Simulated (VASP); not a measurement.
# RbCl (Fm-3m) in VASP: single point with PBEsol

Aim: the single point of RbCl with PBEsol.

Program: VASP 6.6.1. These are calculated values, not measurements. Logs are shortened: lines on timing, memory, paths and dates and some standing lists are left out, and cuts for length are marked.

## (1) The cell of the first run

The structure is cubic, space group Fm-3m (No. 225). The conventional cell has a = 6.547 Å, b = 6.547 Å, c = 6.547 Å, α = 90.00°, β = 90.00°, γ = 90.00°. Cl (site symmetry m-3m) has 6 Rb at 3.27 Å within 4.3 Å. Rb (site symmetry m-3m) has 6 Cl at 3.27 Å within 4.3 Å.

## (2) Single point, PBEsol

Input file INCAR:

```
SYSTEM = RbCl
PREC     = Accurate       ! precision mode
ENCUT    = 500            ! plane-wave cutoff, eV
EDIFF    = 1E-6           ! SCF threshold, eV
ISMEAR   = -1             ! smearing method
SIGMA    = 0.05           ! smearing width, eV
LREAL    = Auto         
LASPH    = .TRUE.         ! aspherical terms in the spheres
NELM     = 120            ! most SCF steps
ALGO     = Normal         ! electronic algorithm
ISIF     = 2              ! what is computed and relaxed
LWAVE    = .FALSE.        ! write WAVECAR
LCHARG   = .TRUE.         ! write CHGCAR
GGA      = PS             ! functional
LELF     = .TRUE.         ! ELF
LVHAR    = .TRUE.       
ISYM     = 0            
NBANDS   = 294            ! bands
GGA_COMPAT= .FALSE.      
NCORE    = 4
```

Input file KPOINTS:

```
Automatic mesh
0
Gamma
  1 1 1
  0.25 0.25 0.25
```

Input file POSCAR:

```
RbCl
1.0
   13.0932160000      0.0000000000      0.0000000000
    0.0000000000     13.0932160000      0.0000000000
    0.0000000000      0.0000000000     13.0932160000
Cl Rb
32 32
Direct
    0.2500000000      0.0000000000      0.0000000000
    0.2500000000      0.0000000000      0.5000000000
    0.2500000000      0.5000000000      0.0000000000
    0.2500000000      0.5000000000      0.5000000000
    0.7500000000      0.0000000000      0.0000000000
    0.7500000000      0.0000000000      0.5000000000
    0.7500000000      0.5000000000      0.0000000000
    0.7500000000      0.5000000000      0.5000000000
    0.0000000000      0.2500000000      0.0000000000
    0.0000000000      0.2500000000      0.5000000000
    0.0000000000      0.7500000000      0.0000000000
    0.0000000000      0.7500000000      0.5000000000
    0.5000000000      0.2500000000      0.0000000000
    0.5000000000      0.2500000000      0.5000000000
    0.5000000000      0.7500000000      0.0000000000
    0.5000000000      0.7500000000      0.5000000000
    0.0000000000      0.0000000000      0.2500000000
    0.0000000000      0.0000000000      0.7500000000
    0.0000000000      0.5000000000      0.2500000000
    0.0000000000      0.5000000000      0.7500000000
    0.5000000000      0.0000000000      0.2500000000
    0.5000000000      0.0000000000      0.7500000000
    0.5000000000      0.5000000000      0.2500000000
    0.5000000000      0.5000000000      0.7500000000
    0.2500000000      0.2500000000      0.2500000000
    0.2500000000      0.2500000000      0.7500000000
    0.2500000000      0.7500000000      0.2500000000
    0.2500000000      0.7500000000      0.7500000000
    0.7500000000      0.2500000000      0.2500000000
    0.7500000000      0.2500000000      0.7500000000
    0.7500000000      0.7500000000      0.2500000000
    0.7500000000      0.7500000000      0.7500000000
    0.0000000000      0.0000000000      0.0000000000
    0.0000000000      0.0000000000      0.5000000000
    0.0000000000      0.5000000000      0.0000000000
    0.0000000000      0.5000000000      0.5000000000
    0.5000000000      0.0000000000      0.0000000000
    0.5000000000      0.0000000000      0.5000000000
    0.5000000000      0.5000000000      0.0000000000
    0.5000000000      0.5000000000      0.5000000000
    0.2500000000      0.2500000000      0.0000000000
    0.2500000000      0.2500000000      0.5000000000
    0.2500000000      0.7500000000      0.0000000000
    0.2500000000      0.7500000000      0.5000000000
    0.7500000000      0.2500000000      0.0000000000
    0.7500000000      0.2500000000      0.5000000000
    0.7500000000      0.7500000000      0.0000000000
    0.7500000000      0.7500000000      0.5000000000
    0.2500000000      0.0000000000      0.2500000000
    0.2500000000      0.0000000000      0.7500000000
    0.2500000000      0.5000000000      0.2500000000
    0.2500000000      0.5000000000      0.7500000000
    0.7500000000      0.0000000000      0.2500000000
    0.7500000000      0.0000000000      0.7500000000
    0.7500000000      0.5000000000      0.2500000000
    0.7500000000      0.5000000000      0.7500000000
    0.0000000000      0.2500000000      0.2500000000
    0.0000000000      0.2500000000      0.7500000000
    0.0000000000      0.7500000000      0.2500000000
    0.0000000000      0.7500000000      0.7500000000
    0.5000000000      0.2500000000      0.2500000000
    0.5000000000      0.2500000000      0.7500000000
    0.5000000000      0.7500000000      0.2500000000
    0.5000000000      0.7500000000      0.7500000000
```

Potentials or basis: VASP PAW PBE potentials, release 64 (Cl, Rb_sv).

Run with:

```sh
$ cat potpaw_PBE.64/Cl/POTCAR potpaw_PBE.64/Rb_sv/POTCAR > POTCAR
$ mpirun -np 4 vasp_std > vasp.out
```

OUTCAR:

```text
SYSTEM = RbCl
   PREC = Accurate
   ENCUT = 500
   EDIFF = 1E-6
   ISMEAR = -1
   LREAL = Auto
   LASPH = .TRUE.
   NELM = 120
   ISIF = 2
   GGA = PS
   ISYM = 0

 ion  position               nearest neighbor table
   1  0.250  0.000  0.000-  33 3.27  37 3.27  41 3.27  43 3.27  49 3.27  50 3.27
   2  0.250  0.000  0.500-  34 3.27  38 3.27  42 3.27  44 3.27  49 3.27  50 3.27
   3  0.250  0.500  0.000-  35 3.27  39 3.27  41 3.27  43 3.27  51 3.27  52 3.27
   4  0.250  0.500  0.500-  36 3.27  40 3.27  42 3.27  44 3.27  51 3.27  52 3.27
   5  0.750  0.000  0.000-  33 3.27  37 3.27  45 3.27  47 3.27  53 3.27  54 3.27
   6  0.750  0.000  0.500-  34 3.27  38 3.27  46 3.27  48 3.27  53 3.27  54 3.27
[... 76 lines left out ...]
  58  0.000  0.250  0.750-   9 3.27  10 3.27  18 3.27  20 3.27  26 3.27  30 3.27  33 4.63  34 4.63
                            35 4.63  36 4.63  41 4.63  42 4.63  45 4.63  46 4.63  50 4.63  52 4.63
  59  0.000  0.750  0.250-  11 3.27  12 3.27  17 3.27  19 3.27  27 3.27  31 3.27  33 4.63  34 4.63
                            35 4.63  36 4.63  43 4.63  44 4.63  47 4.63  48 4.63  49 4.63  51 4.63
  60  0.000  0.750  0.750-  11 3.27  12 3.27  18 3.27  20 3.27  28 3.27  32 3.27  33 4.63  34 4.63
                            35 4.63  36 4.63  43 4.63  44 4.63  47 4.63  48 4.63  50 4.63  52 4.63
  61  0.500  0.250  0.250-  13 3.27  14 3.27  21 3.27  23 3.27  25 3.27  29 3.27  37 4.63  38 4.63
                            39 4.63  40 4.63  41 4.63  42 4.63  45 4.63  46 4.63  49 4.63  51 4.63
  62  0.500  0.250  0.750-  13 3.27  14 3.27  22 3.27  24 3.27  26 3.27  30 3.27  37 4.63  38 4.63
                            39 4.63  40 4.63  41 4.63  42 4.63  45 4.63  46 4.63  50 4.63  52 4.63
  63  0.500  0.750  0.250-  15 3.27  16 3.27  21 3.27  23 3.27  27 3.27  31 3.27  37 4.63  38 4.63
                            39 4.63  40 4.63  43 4.63  44 4.63  47 4.63  48 4.63  49 4.63  51 4.63
  64  0.500  0.750  0.750-  15 3.27  16 3.27  22 3.27  24 3.27  28 3.27  32 3.27  37 4.63  38 4.63
                            39 4.63  40 4.63  43 4.63  44 4.63  47 4.63  48 4.63  50 4.63  52 4.63

IMPORTANT INFORMATION: All symmetrisations will be switched off!
NOSYMM: (Re-)initialisation of all symmetry stuff for point group C_1.

----------------------------------------------------------------------------------------

                                     Primitive cell

  volume of cell :    2244.6002

  direct lattice vectors                    reciprocal lattice vectors
    13.093216000  0.000000000  0.000000000     0.076375430  0.000000000  0.000000000
     0.000000000 13.093216000  0.000000000     0.000000000  0.076375430  0.000000000
     0.000000000  0.000000000 13.093216000     0.000000000  0.000000000  0.076375430

  length of vectors
    13.093216000 13.093216000 13.093216000     0.076375430  0.076375430  0.076375430

  position of ions in fractional coordinates (direct lattice)
     0.250000000  0.000000000  0.000000000
     0.250000000  0.000000000  0.500000000
     0.250000000  0.500000000  0.000000000
     0.250000000  0.500000000  0.500000000
[... 192 lines left out ...]
   EFERMI =   0.00;   METHOD = LEGACY
   ISMEAR =    -1;   SIGMA  =   0.05  broadening in eV -4-tet -1-fermi 0-gaus
   EFERMI_NEDOS =   21; number of points for ismear=-14 and -15
   IALGO  =     38    algorithm
   IMIX   =      4    mixing-type and parameters
     AMIX     =   0.40;   BMIX     =  1.00
     AMIX_MAG =   1.60;   BMIX_MAG =  1.00
  volume/ion in A,a.u.               =      35.07       236.68
  Fermi-wavevector in a.u.,A,eV,Ry     =   1.000273  1.890242 13.613252  1.000546
  Thomas-Fermi vector in A             =   2.132618
   LORBIT       =      0    0 simple, 1 ext, 2 COOP (PROOUT), +10 PAW based schemes
   GGA     = PS    functional components
   LHFCALC =     F    Hartree Fock is set to
   AEXX    =    0.0000 exact exchange contribution
   IVDW    =     0    specifies the selected vdW correction
   LEPSILON=     F    determine dielectric tensor
   LRPA    =     F    only Hartree local field effects (RPA)
 non-spin polarized calculation
  energy-cutoff  :      500.00
  volume of cell :     2244.60
 maximum number of plane-waves:     57004
   NGX = 47   NGY = 47   NGZ = 47

 number of electron     512.0000158 magnetization

 Free energy of the ion-electron system (eV)
  ---------------------------------------------------
  ext. energy  EPLUGINS =         0.00000000
  ---------------------------------------------------
  free energy    TOTEN  =      -220.64133302 eV

  energy without entropy =     -220.64133302  energy(sigma->0) =     -220.64133302

 E-fermi :  -0.6065     XC(G=0):  -7.5931

 val. band max:       -1.9488837330   @ k =   0.2500   0.2500   0.2500
 cond. band min:       3.3716964592   @ k =   0.2500   0.2500   0.2500
 fundamental gap:      5.3205801922
 Fermi energy:        -0.6065127627

 k-point     1 :       0.2500    0.2500    0.2500
  band No.  band energies     occupation
      1     -25.7285      2.00000
      2     -25.7226      2.00000
      3     -25.7226      2.00000
      4     -25.7226      2.00000
      5     -25.7184      2.00000
      6     -25.7184      2.00000
[... 1073 lines left out ...]
    267       4.7802      0.00000
    268       4.7802      0.00000
 [bands above 268 left out]

------------------------ aborting loop because EDIFF is reached ----------------------------------------

  FORCE on cell =-STRESS in cart. coord.  units (eV):
  Direction    XX          YY          ZZ          XY          YZ          ZX
  --------------------------------------------------------------------------------------
  -------------------------------------------------------------------------------------
  Total       -0.2281150     -0.2281189     -0.2280949      0.0000077     -0.0000066      0.0000146
  in kB       -0.1628266     -0.1628294     -0.1628123      0.0000055     -0.0000047      0.0000104
  external PRESSURE =      -0.1628228 kB  Pullay stress =       0.0000000 kB

 VOLUME and BASIS-vectors are now :
 -----------------------------------------------------------------------------
  energy-cutoff  :      500.00
  volume of cell :     2244.60
      direct lattice vectors                 reciprocal lattice vectors
    13.093216000  0.000000000  0.000000000     0.076375430  0.000000000  0.000000000
     0.000000000 13.093216000  0.000000000     0.000000000  0.076375430  0.000000000
     0.000000000  0.000000000 13.093216000     0.000000000  0.000000000  0.076375430

 POSITION                                       TOTAL-FORCE (eV/Angst)
 -----------------------------------------------------------------------------------
      3.27330      0.00000      0.00000         0.000001     -0.000001      0.000000
      3.27330      0.00000      6.54661        -0.000003     -0.000011      0.000003
      3.27330      6.54661      0.00000         0.000007     -0.000000     -0.000001
      3.27330      6.54661      6.54661         0.000007      0.000003     -0.000002
      9.81991      0.00000      0.00000         0.000003     -0.000004     -0.000005
      9.81991      0.00000      6.54661         0.000009     -0.000016      0.000001
[... 56 lines left out ...]
      6.54661      9.81991      3.27330        -0.000005     -0.000006      0.000002
      6.54661      9.81991      9.81991         0.000003      0.000005      0.000004
 -----------------------------------------------------------------------------------
    total drift:                                0.000003      0.000020      0.000004

  FREE ENERGIE OF THE ION-ELECTRON SYSTEM (eV)
  ---------------------------------------------------
  free  energy   TOTEN  =      -220.6413330181 eV

  energy  without entropy=     -220.6413330180  energy(sigma->0) =     -220.64133302
```

It took 11 min on 4 MPI ranks of Intel Xeon 6975P-C (Granite Rapids), shared host; peak memory 0.75 GiB.

What came out:

* Free energy: -220.6413 eV
* Pressure: 0.0 GPa
* Band gap on the k mesh: 5.32 eV

Caveat: the PAW data sets were made with another functional, which shifts forces and pressure a little; a shifted mesh leaves out Γ, where band edges can lie.
